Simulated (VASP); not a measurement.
The system is Ge.

```xyz
4
Lattice="4.4121 0.0000 0.0000 0.0000 7.3145 0.0000 0.0000 0.0000 3.2898" Properties=species:S:1:pos:R:3 pbc="T T T"
Ge    0.0904    1.8286    2.0884
Ge    4.3217    5.4859    1.2014
Ge    2.1156    5.4859    0.4435
Ge    2.2965    1.8286    2.8463
```

| Item | Value |
| --- | --- |
| Program | VASP 6.6.1 |
| Task | relaxation of cell and atoms |
| Functional | PBE |
| Potentials or basis | VASP PAW PBE potentials, release 64 (Ge_d) |
| Cutoff | 600 eV |
| k mesh | 4 × 4 × 6 |
| Occupations | gaussian, width 0.1 eV |
| Spin | no spin polarisation |

At the start: pressure 2.4 GPa; volume 26.54 Å³/atom.

Q: How do energy, volume and symmetry change on relaxing?

A: Over 28 steps the energy falls by 683.7 meV/atom and the volume is 19.30 Å³/atom (-27.3 %); space group Pnma (No. 62, to 0.1 Å) before and after.

Step by step:
| step | energy change (eV) | largest force (eV/Å) | pressure (GPa) | volume (Å³) |
| --- | --- | --- | --- | --- |
| 1 | 0.0000 | 1.2915 | 2.43 | 106.17 |
| 2 | -0.8055 | 0.4617 | -5.32 | 111.87 |
| 3 | -0.8900 | 0.2498 | -7.81 | 114.32 |
| 4 | -1.6837 | 0.1034 | -8.37 | 102.85 |
| 5 | -1.5202 | 0.1616 | 18.28 | 69.47 |
| 6 | -2.1955 | 0.0976 | -7.66 | 93.56 |
| 7 | -2.4648 | 0.0680 | -3.27 | 83.06 |
| 8 | -2.4753 | 0.0430 | -2.44 | 81.66 |
| 9 | -2.6418 | 0.1437 | 0.48 | 77.28 |
| 10 | -2.6428 | 0.1505 | 0.73 | 76.96 |
| 11 | -2.6428 | 0.1525 | 0.94 | 76.86 |
| 12 | -2.6513 | 0.1581 | -0.14 | 77.91 |
| 13 | -2.6522 | 0.1615 | -0.63 | 78.47 |
| 14 | -2.6607 | 0.1674 | -0.48 | 78.38 |
| 15 | -2.6822 | 0.1690 | -0.26 | 78.08 |
| 16 | -2.6973 | 0.1191 | 0.22 | 77.45 |
| 17 | -2.7048 | 0.0961 | 0.23 | 77.46 |
| 18 | -2.7179 | 0.0437 | 0.02 | 77.49 |
| 19 | -2.7198 | 0.0474 | 0.03 | 77.50 |
| 20 | -2.7273 | 0.0467 | 0.09 | 77.53 |
| 21 | -2.7309 | 0.0451 | 0.07 | 77.55 |
| 22 | -2.7309 | 0.0449 | -0.02 | 77.55 |
| 23 | -2.7325 | 0.0498 | -0.18 | 77.54 |
| 24 | -2.7326 | 0.0509 | -0.14 | 77.53 |
| 25 | -2.7331 | 0.0504 | -0.02 | 77.40 |
| 26 | -2.7333 | 0.0495 | 0.14 | 77.22 |
| 27 | -2.7338 | 0.0464 | 0.17 | 77.22 |
| 28 | -2.7348 | 0.0384 | 0.16 | 77.20 |

Final structure:
```
CELL_PARAMETERS angstrom
5.44675 0.00000 0.00000
0.00000 5.09303 0.00000
0.00000 0.00000 2.78307
ATOMIC_POSITIONS crystal
Ge 0.01106 0.25000 0.64319
Ge 0.98894 0.75000 0.35681
Ge 0.48894 0.75000 0.14319
Ge 0.51106 0.25000 0.85681
```

Caveat: the volume moved by over 15 % at a fixed basis, so the end points are rough.
